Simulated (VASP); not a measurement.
# AgCl (I4/mmm) in VASP: notebook, part 2 of 2

VASP 6.6.1. Earlier steps stand in the parts before.

### 3 Electric field gradients, PBE (zz strain of +1 %)

Contents of INCAR:

```
PREC     = Accurate       # precision mode
ENCUT    = 520            # plane-wave cutoff, eV
EDIFF    = 1E-8           # SCF threshold, eV
ISMEAR   = -1             # smearing method
SIGMA    = 0.02           # smearing width, eV
LREAL    = F              # projectors in reciprocal space
LASPH    = T              # aspherical terms in the spheres
NELM     = 100            # most SCF steps
ALGO     = Normal         # electronic algorithm
ISIF     = 2              # what is computed and relaxed
LWAVE    = F              # write WAVECAR
LCHARG   = F              # write CHGCAR
GGA      = PE             # functional
LEFG     = T            
NBANDS   = 16             # bands
```

Contents of KPOINTS:

```
regular mesh
0
Gamma
  8 8 8
```

Contents of POSCAR:

```
AgCl
1.0
    0.0000000000      2.7731500000      2.8008815000
    2.7731500000      0.0000000000      2.8008815000
    2.7731500000      2.7731500000      0.0000000000
Ag Cl
1 1
Direct
    0.5000000000      0.5000000000      0.5000000000
    0.0000000000      0.0000000000      0.0000000000
```

Potentials or basis: VASP PAW PBE potentials, release 64 (Ag, Cl).

Launch:

```
cat potpaw_PBE.64/Ag/POTCAR potpaw_PBE.64/Cl/POTCAR > POTCAR
mpirun -np 1 vasp_std > vasp.out
```

OUTCAR:

```text
PREC = Accurate
   ENCUT = 520
   EDIFF = 1E-8
   ISMEAR = -1
   LREAL = F
   LASPH = T
   NELM = 100
   ISIF = 2
   GGA = PE

 ion  position               nearest neighbor table
   1  0.500  0.500  0.500-   2 2.77   2 2.77   2 2.77   2 2.77   2 2.80   2 2.80
   2  0.000  0.000  0.000-   1 2.77   1 2.77   1 2.77   1 2.77   1 2.80   1 2.80

  LATTYP: Found a body centered tetragonal cell.
 ALAT       =     3.9218263405
 C/A-ratio  =     1.4283556980

  Lattice vectors:

 A1 = (  -2.7731500000,   0.0000000000,   2.8008815000)
 A2 = (   2.7731500000,   0.0000000000,   2.8008815000)
 A3 = (   0.0000000000,   2.7731500000,  -2.8008815000)

Analysis of symmetry for initial positions (statically):
=====================================================================
 Subroutine PRICEL returns:
 Original cell was already a primitive cell.

 Routine SETGRP: Setting up the symmetry group for a
 body centered tetragonal supercell.

 Subroutine GETGRP returns: Found 16 space group operations
 (whereof 16 operations were pure point group operations)
 out of a pool of 16 trial point group operations.

The static configuration has the point symmetry D_4h.

Analysis of symmetry for dynamics (positions and initial velocities):
=====================================================================
 Subroutine PRICEL returns:
 Original cell was already a primitive cell.

 Routine SETGRP: Setting up the symmetry group for a
 body centered tetragonal supercell.

 Subroutine GETGRP returns: Found 16 space group operations
[... 159 lines left out ...]
  band No.  band energies     occupation
      1     -11.3908      2.00000
      2       1.2763      2.00000
      3       1.2996      2.00000
      4       1.2996      2.00000
      5       1.3311      2.00000
      6       1.3333      2.00000
[... 433 lines left out ...]
      3      -0.1860      2.00000
      4      -0.0189      2.00000
      5       1.4538      2.00000
      6       1.6197      2.00000
[... 8 lines left out ...]
     15      17.4977      0.00000
     16      17.6441      0.00000

 [... further k-points ...]

------------------------ aborting loop because EDIFF is reached ----------------------------------------

  FORCE on cell =-STRESS in cart. coord.  units (eV):
  Direction    XX          YY          ZZ          XY          YZ          ZX
  --------------------------------------------------------------------------------------
  -------------------------------------------------------------------------------------
  Total        0.2878814      0.2878814      0.2298728      0.0000000     -0.0000000      0.0000000
  in kB       10.7066267     10.7066267      8.5492248      0.0000000     -0.0000000      0.0000000
  external PRESSURE =       9.9874928 kB  Pullay stress =       0.0000000 kB

 VOLUME and BASIS-vectors are now :
 -----------------------------------------------------------------------------
  energy-cutoff  :      520.00
  volume of cell :       43.08
      direct lattice vectors                 reciprocal lattice vectors
     0.000000000  2.773150000  2.800881500    -0.180300380  0.180300380  0.178515228
     2.773150000  0.000000000  2.800881500     0.180300380 -0.180300380  0.178515228
     2.773150000  2.773150000  0.000000000     0.180300380  0.180300380 -0.178515228

 POSITION                                       TOTAL-FORCE (eV/Angst)
 -----------------------------------------------------------------------------------
      2.77315      2.77315      2.80088         0.000000      0.000000      0.000000
      0.00000      0.00000      0.00000         0.000000      0.000000     -0.000000
 -----------------------------------------------------------------------------------
    total drift:                                0.000000      0.000000      0.000000

  FREE ENERGIE OF THE ION-ELECTRON SYSTEM (eV)
  ---------------------------------------------------
  free  energy   TOTEN  =        -5.3977054143 eV

  energy  without entropy=       -5.3977054143  energy(sigma->0) =       -5.39770541

 Electric field gradients (V/A^2)
---------------------------------------------------------------------
 ion       V_xx      V_yy      V_zz      V_xy      V_xz      V_yz
---------------------------------------------------------------------
   1      -2.793    -2.793     5.586    -0.000     0.000     0.000
   2       2.437     2.437    -4.874    -0.000    -0.000    -0.000
---------------------------------------------------------------------

 Electric field gradients after diagonalization (V/A^2)
 (convention: |V_zz| > |V_xx| > |V_yy|)
----------------------------------------------------------------------
 ion       V_xx      V_yy      V_zz     asymmetry (V_yy - V_xx)/ V_zz
----------------------------------------------------------------------
   1      -2.793    -2.793     5.586       0.000
   2       2.437     2.436    -4.874       0.000
----------------------------------------------------------------------

           NMR quadrupolar parameters

 Cq : quadrupolar parameter    Cq=e*Q*V_zz/h
 eta: asymmetry parameters     (V_yy - V_xx)/ V_zz
 Q  : nuclear electric quadrupole moment in mb (millibarn)
----------------------------------------------------------------------
 ion       Cq(MHz)       eta       Q (mb)
----------------------------------------------------------------------
   1       0.014       0.000       1.000
   2      -0.012       0.000       1.000
----------------------------------------------------------------------
```

OSZICAR:

```text
N       E                     dE             d eps       ncg     rms          rms(c)
DAV:   1     0.926408681925E+02    0.92641E+02   -0.86639E+03  1896   0.101E+03
DAV:   2    -0.251310779575E+01   -0.95154E+02   -0.87064E+02  2360   0.216E+02
DAV:   3    -0.556737960246E+01   -0.30543E+01   -0.30461E+01  2384   0.396E+01
DAV:   4    -0.558283090694E+01   -0.15451E-01   -0.15450E-01  2376   0.324E+00
DAV:   5    -0.558300533684E+01   -0.17443E-03   -0.17443E-03  2400   0.342E-01    0.599E+00
DAV:   6    -0.540220676071E+01    0.18080E+00   -0.24780E-01  2376   0.643E+00    0.389E+00
DAV:   7    -0.539821960607E+01    0.39872E-02   -0.95549E-02  2312   0.206E+00    0.195E+00
DAV:   8    -0.539755302724E+01    0.66658E-03   -0.46757E-03  2216   0.701E-01    0.309E-01
DAV:   9    -0.539763391993E+01   -0.80893E-04   -0.48877E-04  2392   0.278E-01    0.402E-02
DAV:  10    -0.539770134390E+01   -0.67424E-04   -0.97420E-05  2312   0.865E-02    0.300E-02
DAV:  11    -0.539770543909E+01   -0.40952E-05   -0.46542E-06  2440   0.151E-02    0.348E-03
DAV:  12    -0.539770551152E+01   -0.72429E-07   -0.41258E-07  2208   0.520E-03    0.131E-03
DAV:  13    -0.539770542065E+01    0.90867E-07   -0.97377E-08  2400   0.313E-03    0.105E-03
DAV:  14    -0.539770541433E+01    0.63180E-08   -0.11409E-08  1736   0.747E-04
   1 F= -.53977054E+01 E0= -.53977054E+01  d E =-.269120E-11
```

stdout:

```text
POSCAR found type information on POSCAR AgCl
 POSCAR found :  2 types and       2 ions
 scaLAPACK will be used
 LDA part: xc-table for (Slater+PW92), standard interpolation
 POSCAR, INCAR and KPOINTS ok, starting setup
 FFT: planning ... GRIDC
 FFT: planning ... GRID_SOFT
 FFT: planning ... GRID
 WAVECAR not read
 entering main loop
ion   1

ion   2
```

Run time: 68 s. Hardware: 1 thread of Intel Xeon 8259CL, shared host; peak memory 0.19 GiB.

What came out:

```
Free energy                             : -5.3977 eV
Pressure                                : 1.0 GPa
Band gap on the k mesh                  : 0.88 eV (least direct gap 3.15 eV)
Largest electric field gradient by atom : Ag +5.6; Cl -4.9 V/Å²
```

Levels at points of the mesh, in eV from the valence-band top:
```tsv
k point	band 6	band 7	band 8	band 9	band 10	band 11	band 12	band 13
(0.00, 0.00, 0.00)	-2.39	-2.32	-2.32	-2.29	0.88	10.81	10.84	10.84
(0.50, 0.00, 0.00)	-2.07	-1.77	-0.06	0.00	4.24	6.45	7.61	7.71
(0.50, 0.50, 0.00)	-2.21	-1.96	-1.96	-1.88	2.37	8.05	8.50	11.48
(0.50, 0.00, 0.50)	-2.20	-1.96	-1.95	-1.88	2.37	7.99	8.60	11.33
```

Electric field gradients, principal values (V/Å²):
```csv
atom,least,middle,greatest (by size)
1 Ag,-2.793,-2.793,5.586
2 Cl,2.436,2.437,-4.874
```

Caveat: the cell differs from its parent crystal (zz strain of +1 %); without QUAD_EFG the Cq values of the log hold for a quadrupole moment of 1 mb, not for the nuclei.

### 4 Electric field gradients, PBE (equal xx and yy strain of +2 %)

Contents of INCAR:

```
SYSTEM = AgCl
ALGO     = Normal         ! electronic algorithm
EDIFF    = 1E-8           ! SCF threshold, eV
ENCUT    = 520            ! plane-wave cutoff, eV
GGA      = PE             ! functional
ISIF     = 2              ! what is computed and relaxed
ISMEAR   = -1             ! smearing method
LASPH    = .True.         ! aspherical terms in the spheres
LCHARG   = .False.        ! write CHGCAR
LEFG     = .True.       
LREAL    = .False.        ! projectors in reciprocal space
LWAVE    = .False.        ! write WAVECAR
NBANDS   = 16             ! bands
NELM     = 80             ! most SCF steps
PREC     = Accurate       ! precision mode
SIGMA    = 0.02           ! smearing width, eV
```

Contents of KPOINTS:

```
k-points
0
Gamma
  8 8 8
  0 0 0
```

Contents of POSCAR:

```
AgCl
1.0
    0.0000000000      2.8286130000      2.7731500000
    2.8286130000      0.0000000000      2.7731500000
    2.8286130000      2.8286130000      0.0000000000
Ag Cl
1 1
Direct
    0.5000000000      0.5000000000      0.5000000000
    0.0000000000      0.0000000000      0.0000000000
```

Potentials or basis: VASP PAW PBE potentials, release 64 (Ag, Cl).

Launch:

```
cat potpaw_PBE.64/Ag/POTCAR potpaw_PBE.64/Cl/POTCAR > POTCAR
mpirun -np 1 vasp_std > vasp.out
```

OUTCAR:

```text
SYSTEM = AgCl
   EDIFF = 1E-8
   ENCUT = 520
   GGA = PE
   ISIF = 2
   ISMEAR = -1
   LASPH = .True.
   LREAL = .False.
   NELM = 80
   PREC = Accurate

 ion  position               nearest neighbor table
   1  0.500  0.500  0.500-   2 2.77   2 2.77   2 2.83   2 2.83   2 2.83   2 2.83
   2  0.000  0.000  0.000-   1 2.77   1 2.77   1 2.83   1 2.83   1 2.83   1 2.83

  LATTYP: Found a body centered tetragonal cell.
 ALAT       =     4.0002628673
 C/A-ratio  =     1.3864838847

  Lattice vectors:

 A1 = (   0.0000000000,  -2.8286130000,  -2.7731500000)
 A2 = (   0.0000000000,   2.8286130000,  -2.7731500000)
 A3 = (   2.8286130000,   0.0000000000,   2.7731500000)

Analysis of symmetry for initial positions (statically):
=====================================================================
 Subroutine PRICEL returns:
 Original cell was already a primitive cell.

 Routine SETGRP: Setting up the symmetry group for a
[... 645 lines left out ...]
  energy-cutoff  :      520.00
  volume of cell :       44.38
      direct lattice vectors                 reciprocal lattice vectors
     0.000000000  2.828613000  2.773150000    -0.176765079  0.176765079  0.180300380
     2.828613000  0.000000000  2.773150000     0.176765079 -0.176765079  0.180300380
     2.828613000  2.828613000  0.000000000     0.176765079  0.176765079 -0.180300380

 POSITION                                       TOTAL-FORCE (eV/Angst)
 -----------------------------------------------------------------------------------
      2.82861      2.82861      2.77315         0.000000      0.000000      0.000000
      0.00000      0.00000      0.00000         0.000000      0.000000     -0.000000
 -----------------------------------------------------------------------------------
    total drift:                                0.000000      0.000000      0.000000

  FREE ENERGIE OF THE ION-ELECTRON SYSTEM (eV)
  ---------------------------------------------------
  free  energy   TOTEN  =        -5.4005745847 eV

  energy  without entropy=       -5.4005745847  energy(sigma->0) =       -5.40057458

 Electric field gradients (V/A^2)
---------------------------------------------------------------------
 ion       V_xx      V_yy      V_zz      V_xy      V_xz      V_yz
---------------------------------------------------------------------
   1       5.282     5.282   -10.565     0.000     0.001     0.001
   2      -5.003    -5.003    10.006     0.000    -0.000    -0.000
---------------------------------------------------------------------

 Electric field gradients after diagonalization (V/A^2)
 (convention: |V_zz| > |V_xx| > |V_yy|)
----------------------------------------------------------------------
 ion       V_xx      V_yy      V_zz     asymmetry (V_yy - V_xx)/ V_zz
----------------------------------------------------------------------
   1       5.283     5.282   -10.565       0.000
   2      -5.003    -5.003    10.006       0.000
----------------------------------------------------------------------

           NMR quadrupolar parameters

 Cq : quadrupolar parameter    Cq=e*Q*V_zz/h
 eta: asymmetry parameters     (V_yy - V_xx)/ V_zz
 Q  : nuclear electric quadrupole moment in mb (millibarn)
----------------------------------------------------------------------
 ion       Cq(MHz)       eta       Q (mb)
----------------------------------------------------------------------
   1      -0.026       0.000       1.000
   2       0.024       0.000       1.000
----------------------------------------------------------------------
```

OSZICAR:

```text
N       E                     dE             d eps       ncg     rms          rms(c)
DAV:   1     0.919529305133E+02    0.91953E+02   -0.84542E+03  1888   0.101E+03
DAV:   2    -0.248738348457E+01   -0.94440E+02   -0.86546E+02  2392   0.213E+02
DAV:   3    -0.557685779466E+01   -0.30895E+01   -0.30819E+01  2384   0.396E+01
DAV:   4    -0.559250346968E+01   -0.15646E-01   -0.15644E-01  2432   0.324E+00
DAV:   5    -0.559268252538E+01   -0.17906E-03   -0.17905E-03  2352   0.346E-01    0.553E+00
DAV:   6    -0.540514377744E+01    0.18754E+00   -0.25589E-01  2448   0.644E+00    0.360E+00
DAV:   7    -0.540105315512E+01    0.40906E-02   -0.95717E-02  2280   0.207E+00    0.189E+00
DAV:   8    -0.540041154279E+01    0.64161E-03   -0.49835E-03  2256   0.717E-01    0.293E-01
DAV:   9    -0.540049436701E+01   -0.82824E-04   -0.48670E-04  2344   0.287E-01    0.440E-02
DAV:  10    -0.540057015729E+01   -0.75790E-04   -0.11658E-04  2256   0.931E-02    0.345E-02
DAV:  11    -0.540057461399E+01   -0.44567E-05   -0.47430E-06  2424   0.151E-02    0.334E-03
DAV:  12    -0.540057461392E+01    0.73442E-10   -0.22781E-07  2240   0.468E-03    0.209E-03
DAV:  13    -0.540057460808E+01    0.58390E-08   -0.12902E-07  2360   0.315E-03    0.110E-03
DAV:  14    -0.540057458000E+01    0.28081E-07   -0.10949E-08  1856   0.710E-04    0.258E-04
DAV:  15    -0.540057458467E+01   -0.46771E-08   -0.81613E-10  1360   0.231E-04
   1 F= -.54005746E+01 E0= -.54005746E+01  d E =-.364527E-11
```

It took 81 s on 1 thread of Intel Xeon 8259CL, shared host; peak memory 0.19 GiB.

What came out:

```
Free energy                             : -5.4006 eV
Pressure                                : -0.3 GPa
Band gap on the k mesh                  : 0.87 eV (least direct gap 3.06 eV)
Largest electric field gradient by atom : Ag -10.6; Cl +10.0 V/Å²
```

Electric field gradients, principal values (V/Å²):
```
atom   least  middle  greatest (by size)
1 Ag   5.282   5.283             -10.565
2 Cl  -5.003  -5.003              10.006
```

Caveat: the cell differs from its parent crystal (equal xx and yy strain of +2 %); without QUAD_EFG the Cq values of the log hold for a quadrupole moment of 1 mb, not for the nuclei. A k mesh can miss the band edges.
